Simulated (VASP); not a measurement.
CdS: single point with PBEsol

Crystal: CdS.

```xyz
2
Lattice="4.0099 0.0000 0.0000 -2.0050 3.4727 0.0000 0.0000 0.0000 6.5543" Properties=species:S:1:pos:R:3 pbc="T T T"
Cd    0.0000    0.0000    2.9015
S     2.0050    1.1576    2.8466
```

This cell differs from its parent crystal: ratio of the length along z to the lengths across it x 1.2, volume and fractional coordinates fixed.

- Program: VASP 6.6.1
- Task: single point
- Functional: PBEsol
- Potentials or basis: VASP PAW PBE potentials, release 64 (Cd, S)
- Cutoff: 520 eV
- k mesh: 9 × 9 × 6
- Occupations: gaussian, width 0.05 eV
- Spin: no spin polarisation

```
Pressure               : 4.9 GPa
Largest force          : 0.051 eV/Å
Band gap on the k mesh : 1.81 eV, indirect (the least direct gap lies 0.7 meV higher)
```

Forces in eV/Å, atoms in the order of the input:
```
Cd   0.000  0.000  0.051
S    0.000  0.000 -0.051
```

Stress tensor (GPa, compression positive):
```
 7.37  0.00  0.00
 0.00  7.37  0.00
 0.00  0.00 -0.02
```

Levels at points of the mesh, in eV from the valence-band top:
```tsv
k point	band 7	band 8	band 9	band 10	band 11	band 12
(0.00, 0.00, 0.00)	-2.04	0.00	0.00	1.81	5.01	6.53
(0.00, 0.00, 0.50)	-2.11	0.00	0.00	2.02	4.74	6.90
```

Wall time 43 s on 1 thread of Intel(R) Xeon(R) 6975P-C (Granite Rapids), on a shared host, peak memory 0.25 GiB.

Caveat: the PAW data sets were made with another functional, which shifts forces and pressure a little. A k mesh can miss the band edges.
